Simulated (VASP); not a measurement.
# Sr (Im-3m) in VASP: settings compared

Sr is run at these levels: PBE, LDA, PBEsol; tasks: single point.

Program: VASP 6.6.1. These are calculated values, not measurements. Logs are shortened: lines on timing, memory, paths and dates and some standing lists are left out, and cuts for length are marked.

## 1. The cell of the first run

The structure is cubic, space group Im-3m (No. 229). Conventional cell: a = 4.934 Å, b = 4.934 Å, c = 4.934 Å, α = 90.00°, β = 90.00°, γ = 90.00°. Sr (site symmetry m-3m) has 14 Sr at 4.27 to 4.93 Å within 5.6 Å.

## 2. Single point, PBE (volume scaled by 1.04)

INCAR reads:

```
SYSTEM = Sr
PREC = Accurate ; ENCUT = 520
EDIFF = 1E-6 ; ISMEAR = -1
SIGMA = 0.05 ; LREAL = .FALSE.
LASPH = .TRUE. ; NELM = 80
ALGO = Fast ; ISIF = 2
LWAVE = .FALSE. ; LCHARG = .TRUE.
GGA = PE ; LELF = .TRUE.
LVHAR = .TRUE. ; NBANDS = 11
```

KPOINTS reads:

```
Automatic mesh
0
G
  8 8 8
  0 0 0
```

POSCAR reads:

```
Sr
1.0
   -2.4670431483      2.4670431483      2.4670431483
    2.4670431483     -2.4670431483      2.4670431483
    2.4670431483      2.4670431483     -2.4670431483
Sr
1
Direct
    0.0000000000      0.0000000000      0.0000000000
```

Potentials or basis: VASP PAW PBE potentials, release 64 (Sr_sv).

On the command line:

```sh
$ cat potpaw_PBE.64/Sr_sv/POTCAR > POTCAR
$ mpirun -np 1 vasp_std > vasp.out
```

OUTCAR:

```text
SYSTEM = Sr
   PREC = Accurate
   ENCUT = 520
   EDIFF = 1E-6
   ISMEAR = -1
   LREAL = .FALSE.
   LASPH = .TRUE.
   NELM = 80
   ISIF = 2
   GGA = PE

 ion  position               nearest neighbor table
   1  0.000  0.000  0.000-

  LATTYP: Found a body centered cubic cell.
 ALAT       =     4.9340862966

  Lattice vectors:

 A1 = (  -2.4670431483,   2.4670431483,   2.4670431483)
 A2 = (   2.4670431483,  -2.4670431483,   2.4670431483)
 A3 = (   2.4670431483,   2.4670431483,  -2.4670431483)

Analysis of symmetry for initial positions (statically):
=====================================================================
 Subroutine PRICEL returns:
 Original cell was already a primitive cell.

 Routine SETGRP: Setting up the symmetry group for a
 body centered cubic supercell.

 Subroutine GETGRP returns: Found 48 space group operations
 (whereof 48 operations were pure point group operations)
 out of a pool of 48 trial point group operations.

The static configuration has the point symmetry O_h .

Analysis of symmetry for dynamics (positions and initial velocities):
=====================================================================
 Subroutine PRICEL returns:
 Original cell was already a primitive cell.

 Routine SETGRP: Setting up the symmetry group for a
 body centered cubic supercell.

 Subroutine GETGRP returns: Found 48 space group operations
 (whereof 48 operations were pure point group operations)
 out of a pool of 48 trial point group operations.

The dynamic configuration has the point symmetry O_h .

 Subroutine INISYM returns: Found 48 space group operations
 (whereof 48 operations are pure point group operations),
 and found     1 'primitive' translations

----------------------------------------------------------------------------------------

                                     Primitive cell

  volume of cell :      60.0607

  direct lattice vectors                    reciprocal lattice vectors
    -2.467043148  2.467043148  2.467043148     0.000000000  0.202671769  0.202671769
     2.467043148 -2.467043148  2.467043148     0.202671769  0.000000000  0.202671769
     2.467043148  2.467043148 -2.467043148     0.202671769  0.202671769  0.000000000

  length of vectors
     4.273044077  4.273044077  4.273044077     0.286621165  0.286621165  0.286621165

  position of ions in fractional coordinates (direct lattice)
     0.000000000  0.000000000  0.000000000

  ion indices of the primitive-cell ions
   primitive index   ion index
                 1           1

----------------------------------------------------------------------------------------

 KPOINTS: Automatic mesh

Automatic generation of k-mesh.
 Grid dimensions read from file:
 generate k-points for:    8    8    8

 Generating k-lattice:

  Cartesian coordinates                     Fractional coordinates (reciprocal lattice)
     0.000000000  0.025333971  0.025333971     0.125000000  0.000000000  0.000000000
     0.025333971  0.000000000  0.025333971     0.000000000  0.125000000  0.000000000
     0.025333971  0.025333971  0.000000000     0.000000000  0.000000000  0.125000000

  Length of vectors
     0.035827646  0.035827646  0.035827646

  Shift w.r.t. Gamma in fractional coordinates (k-lattice)
     0.000000000  0.000000000  0.000000000

 Subroutine IBZKPT returns following result:
 ===========================================

 Found     29 irreducible k-points:

 Following reciprocal coordinates:
            Coordinates               Weight
  0.000000  0.000000  0.000000      1.000000
  0.125000  0.000000  0.000000     12.000000
  0.250000  0.000000  0.000000     12.000000
  0.375000  0.000000  0.000000     12.000000
  0.500000  0.000000  0.000000      6.000000
  0.125000  0.125000  0.000000     24.000000
[... 16 lines left out ...]
 -0.250000  0.250000  0.250000      6.000000
 -0.375000  0.375000  0.250000     24.000000
 [... further k-points ...]
   k-points           NKPTS =     29   k-points in BZ     NKDIM =     29   number of bands    NBANDS=     11
   number of dos      NEDOS =    301   number of ions     NIONS =      1
   total plane-waves  NPLWV =  32768
   dimension x,y,z NGX =    32 NGY =   32 NGZ =   32
   dimension x,y,z NGXF=    64 NGYF=   64 NGZF=   64
   ions per type =               1
   NGX,Y,Z   is equivalent  to a cutoff of  12.45, 12.45, 12.45 a.u.
   NGXF,Y,Z  is equivalent  to a cutoff of  24.90, 24.90, 24.90 a.u.
 SYSTEM =  Sr
   PREC   = accura    normal or accurate (medium, high low for compatibility)
   ISTART =      0    job   : 0-new  1-cont  2-samecut
   ICHARG =      2    charge: 1-file 2-atom 10-const
   ISPIN  =      1    spin polarized calculation?
   LNONCOLLINEAR =      F non collinear calculations
   LSORBIT =      F    spin-orbit coupling
   LASPH  =      T    aspherical Exc in radial PAW
   ENCUT  =  520.0 eV  38.22 Ry    6.18 a.u.   7.95  7.95  7.95*2*pi/ulx,y,z
   NELM   =     80;   NELMIN=  2; NELMDL= -5     # of ELM steps
   EDIFF  = 0.1E-05   stopping-criterion for ELM
   LREAL  =      F    real-space projection
   EDIFFG = 0.1E-04   stopping-criterion for IOM
   NSW    =      0    number of steps for IOM
   IBRION =     -1    ionic relax: 0-MD 1-quasi-New 2-CG
   NFREE  =      0    steps in history (QN), initial steepest desc. (CG)
   ISIF   =      2    stress and relaxation
   ISYM   =      2    0-nonsym 1-usesym 2-fastsym
   POTIM  = 0.5000    time-step for ionic-motion
   TEBEG  =    0.0;   TEEND  =   0.0 temperature during run
   PSTRESS=    0.0 pullay stress
   NELECT =      10.0000    total number of electrons
   NUPDOWN=      -1.0000    fix difference up-down
   EMIN   =  10.00;   EMAX   =-10.00  energy-range for DOS
   EFERMI =   0.00;   METHOD = LEGACY
   ISMEAR =    -1;   SIGMA  =   0.05  broadening in eV -4-tet -1-fermi 0-gaus
   EFERMI_NEDOS =   21; number of points for ismear=-14 and -15
   IALGO  =     68    algorithm
   IMIX   =      4    mixing-type and parameters
     AMIX     =   0.40;   BMIX     =  1.00
     AMIX_MAG =   1.60;   BMIX_MAG =  1.00
  volume/ion in A,a.u.               =      60.06       405.31
  Fermi-wavevector in a.u.,A,eV,Ry     =   0.900627  1.701937 11.036069  0.811128
  Thomas-Fermi vector in A             =   2.023607
   LORBIT       =      0    0 simple, 1 ext, 2 COOP (PROOUT), +10 PAW based schemes
   GGA     = PE    functional components
   LHFCALC =     F    Hartree Fock is set to
   AEXX    =    0.0000 exact exchange contribution
   IVDW    =     0    specifies the selected vdW correction
   LEPSILON=     F    determine dielectric tensor
   LRPA    =     F    only Hartree local field effects (RPA)
 non-spin polarized calculation
 RMM-DIIS sequential band-by-band and
  energy-cutoff  :      520.00
  volume of cell :       60.06
 maximum number of plane-waves:      1638
   NGX = 15   NGY = 15   NGZ = 15

 number of electron      10.0000000 magnetization

 Free energy of the ion-electron system (eV)
  ---------------------------------------------------
  ext. energy  EPLUGINS =         0.00000000
  ---------------------------------------------------
  free energy    TOTEN  =        -1.61703558 eV

  energy without entropy =       -1.60627839  energy(sigma->0) =       -1.61165699

 E-fermi :   1.3034     XC(G=0):  -7.0875

 val. band max:        1.2775964827   @ k =   0.5000   0.5000   0.3750
 cond. band min:       1.3168132265   @ k =   0.5000   0.5000   0.2500
 fundamental gap:      0.0392167438
 Fermi energy:         1.3033902570

 k-point     1 :       0.0000    0.0000    0.0000
  band No.  band energies     occupation
      1     -35.4992      2.00000
      2     -17.3971      2.00000
      3     -17.3971      2.00000
      4     -17.3971      2.00000
      5      -2.2094      2.00000
      6       3.5612      0.00000
      7       3.5612      0.00000
      8       3.5612      0.00000
      9       4.7843      0.00000
     10       4.7843      0.00000
     11       9.0472      0.00000

 k-point     2 :       0.1250    0.0000    0.0000
  band No.  band energies     occupation
      1     -35.4977      2.00000
      2     -17.4186      2.00000
      3     -17.4043      2.00000
      4     -17.3970      2.00000
      5      -1.9665      2.00000
      6       3.3598      0.00000
      7       3.3801      0.00000
      8       3.7923      0.00000
      9       4.5521      0.00000
     10       4.7785      0.00000
     11       9.2330      0.00000

 k-point     3 :       0.2500    0.0000    0.0000
  band No.  band energies     occupation
      1     -35.4942      2.00000
      2     -17.4698      2.00000
      3     -17.4216      2.00000
      4     -17.3969      2.00000
      5      -1.2847      2.00000
      6       2.6992      0.00000
      7       2.9559      0.00000
      8       4.4636      0.00000
      9       4.5532      0.00000
     10       4.8389      0.00000
     11       8.6205      0.00000

 k-point     4 :       0.3750    0.0000    0.0000
  band No.  band energies     occupation
      1     -35.4907      2.00000
      2     -17.5200      2.00000
      3     -17.4389      2.00000
      4     -17.3968      2.00000
      5      -0.3299      2.00000
      6       1.9213      0.00001
      7       2.6266      0.00000
      8       4.6510      0.00000
      9       5.0439      0.00000
     10       5.4842      0.00000
     11       7.1249      0.00000
[... 239 lines left out ...]
 k-point    22 :       0.2500    0.2500    0.2500
  band No.  band energies     occupation
      1     -35.4887      2.00000
      2     -17.4673      2.00000
      3     -17.4673      2.00000
      4     -17.4673      2.00000
      5       1.6188      0.00363
      6       1.6188      0.00363
      7       1.6188      0.00363
      8       3.8354      0.00000
      9       5.2880      0.00000
     10       5.2880      0.00000
     11       7.4719      0.00000

 k-point    23 :      -0.2500    0.2500    0.2500
  band No.  band energies     occupation
      1     -35.4898      2.00000
      2     -17.4715      2.00000
      3     -17.4478      2.00000
      4     -17.4478      2.00000
      5      -0.4482      2.00000
      6       2.5431      0.00000
      7       3.3260      0.00000
      8       3.3260      0.00000
      9       4.5478      0.00000
     10       4.8914      0.00000
     11       7.8324      0.00000

 k-point    24 :      -0.3750    0.3750    0.2500
  band No.  band energies     occupation
      1     -35.4866      2.00000
      2     -17.5045      2.00000
      3     -17.4662      2.00000
      4     -17.4512      2.00000
      5       0.4013      2.00000
      6       1.8899      0.00002
      7       3.3043      0.00000
      8       3.4157      0.00000
      9       4.5631      0.00000
     10       5.3096      0.00000
     11       7.3824      0.00000

 [... further k-points ...]
[... 5 lines left out ...]
  --------------------------------------------------------------------------------------
  -------------------------------------------------------------------------------------
  Total       -0.3820935     -0.3820935     -0.3820935      0.0000000     -0.0000000      0.0000000
  in kB      -10.1927175    -10.1927175    -10.1927175      0.0000000     -0.0000000      0.0000000
  external PRESSURE =     -10.1927175 kB  Pullay stress =       0.0000000 kB

 VOLUME and BASIS-vectors are now :
 -----------------------------------------------------------------------------
  energy-cutoff  :      520.00
  volume of cell :       60.06
      direct lattice vectors                 reciprocal lattice vectors
    -2.467043148  2.467043148  2.467043148     0.000000000  0.202671769  0.202671769
     2.467043148 -2.467043148  2.467043148     0.202671769  0.000000000  0.202671769
     2.467043148  2.467043148 -2.467043148     0.202671769  0.202671769  0.000000000

 POSITION                                       TOTAL-FORCE (eV/Angst)
 -----------------------------------------------------------------------------------
      0.00000      0.00000      0.00000         0.000000     -0.000000      0.000000
 -----------------------------------------------------------------------------------
    total drift:                                0.000000      0.000000     -0.000000

  FREE ENERGIE OF THE ION-ELECTRON SYSTEM (eV)
  ---------------------------------------------------
  free  energy   TOTEN  =        -1.6170355846 eV

  energy  without entropy=       -1.6062783856  energy(sigma->0) =       -1.61165699
```

It took 7.5 s on 1 thread of Intel Xeon 6975P-C (Granite Rapids), shared host; peak memory 0.17 GiB.

Results:

```
Free energy            : -1.6170 eV
Pressure               : -1.0 GPa
Band gap on the k mesh : zero (band 5 reaches 1.62 eV, above the bottom of band 6 at 1.27 eV)
```

[end of part 1 of 2]
